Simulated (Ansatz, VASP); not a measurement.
One calculation of SnO2, two programs

INCAR

```
SYSTEM = SnO2
PREC = Accurate
ENCUT = 520
EDIFF = 1E-6
ISMEAR = -1
SIGMA = 0.05
LREAL = .False.
LASPH = .True.
NELM = 60
ALGO = Normal
ISIF = 2
LWAVE = .False.
LCHARG = .True.
LELF = .True.
LVHAR = .True.
NBANDS = 20
```

The input KPOINTS:

```
Automatic mesh
0
Gamma
  10 10 10
  0 0 0
```

The input POSCAR:

```
SnO2
1.0
    1.6170930752      0.9336291223      4.8005925840
   -1.6170930752      0.9336291223      4.8005925840
    0.0000000000     -1.8672582446      4.8005925840
Sn O
1 2
Direct
    0.5000000000      0.5000000000      0.5000000000
    0.7628300000      0.7628300000      0.7628300000
    0.2371700000      0.2371700000      0.2371700000
```

File input.yaml:

```yaml
crystal:
  lattice:
    - [1.6170930752, 0.9336291223, 4.800592584]
    - [-1.6170930752, 0.9336291223, 4.800592584]
    - [0.0, -1.8672582446, 4.800592584]
  atoms:
    - { symbol: Sn, position: [0.5, 0.5, 0.5] }
    - { symbol: O, position: [0.76283, 0.76283, 0.76283] }
    - { symbol: O, position: [0.23717, 0.23717, 0.23717] }
kpoints:
  mp_grid: { grid: [10, 10, 10] }
scf:
  occupations: { method: fermi_dirac, width: 0.05 }
hamiltonian:
  xc: lda
  pseudopotentials: { kind: all_electron, lapw: { basis_error: 0.002 } }
output:
  forces: true
  stress: true
  eigenvalues: true
```

Alike in both runs: task single point; functional LDA; k mesh 10 × 10 × 10; occupations fermi-dirac, width 0.05 eV; no spin polarisation.

```csv
,VASP,Ansatz
version,VASP 6.6.1,Ansatz 0.2.0
potentials or method,"VASP PAW LDA potentials, release 64 (Sn_d, O), cutoff 520 eV","all-electron LAPW, scalar-relativistic"
```

VASP gave:

* gap on the k mesh at the Fermi level (eV): 1.77
* least direct gap on the mesh (eV): 1.90
* pressure (GPa): -8.5
* traceless stress, the component that is largest in VASP (GPa): 1.29
* rms of the force components (eV/Å): 0.291

Question: What did Ansatz give for the same quantities?

Answer: gap on the k mesh at the Fermi level (eV): 1.78; least direct gap on the mesh (eV): 1.90; pressure (GPa): -9.1; traceless stress, the component that is largest in VASP (GPa): 1.78; rms of the force components (eV/Å): 0.317.

LDA's correlation is that of Perdew and Zunger in VASP and of Perdew and Wang (1992) in Ansatz. Atom by atom the forces differ by 0.026 eV/Å (rms over components). Ansatz ran all-electron here, and VASP with PAW potentials.
